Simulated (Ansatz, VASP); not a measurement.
One calculation of TiC, two programs

File INCAR:

```
SYSTEM = TiC
  PREC = Accurate
  ENCUT = 520
  EDIFF = 1E-7
  ISMEAR = 1
  SIGMA = 0.1
  LREAL = .False.
  LASPH = .True.
  NELM = 60
  ALGO = Normal
  ISIF = 2
  LWAVE = .False.
  LCHARG = .True.
  GGA = PS
  LELF = .True.
  LVHAR = .True.
  NBANDS = 15
```

Contents of KPOINTS:

```
regular mesh
0
Gamma
  20 20 20
  0 0 0
```

POSCAR

```
TiC
1.0
    0.0000000000      2.2844638034      1.9417942329
    2.2844638034      0.0000000000      1.9417942329
    2.2844638034      2.2844638034      0.0000000000
Ti C
1 1
Direct
    0.0000000000      0.0000000000      0.0000000000
    0.5000000000      0.5000000000      0.5000000000
```

Input for Ansatz:

```yaml
crystal:
  lattice:
    - [0.0, 2.2844638034, 1.9417942329]
    - [2.2844638034, 0.0, 1.9417942329]
    - [2.2844638034, 2.2844638034, 0.0]
  atoms:
    - { symbol: Ti, position: [0.0, 0.0, 0.0] }
    - { symbol: C, position: [0.5, 0.5, 0.5] }
basis:
  ecutwfc: 420
kpoints:
  mp_grid: { grid: [20, 20, 20] }
hamiltonian:
  xc: pbesol
scf:
  occupations: { method: cold, width: 0.1 }
output:
  forces: true
  stress: true
  eigenvalues: true
```

Alike in both runs: task single point; functional PBEsol; k mesh 20 × 20 × 20; no spin polarisation.

|  | VASP | Ansatz |
| --- | --- | --- |
| version | VASP 6.6.1 | Ansatz 0.2.0 |
| potentials or method | VASP PAW PBE potentials, release 64 (Ti_sv, C), cutoff 520 eV | scalar-relativistic, plane waves, PAW |
| occupations | methfessel-paxton of order 1, width 0.1 eV | cold, width 0.1 eV |
| valence electrons in the cell | 16 | 16 |

|  | VASP | Ansatz | Ansatz less VASP |
| --- | --- | --- | --- |
| gap on the k mesh at the Fermi level (eV) | none | none | - |
| pressure (GPa) | 7.1 | 6.9 | -0.15 |
| traceless stress, the component that is largest in VASP (GPa) | 57.68 | 57.65 | -0.031 |

VASP's potentials were made for PBE, not for PBEsol. A gap of «none» marks a metal or a gap that the smearing closes.
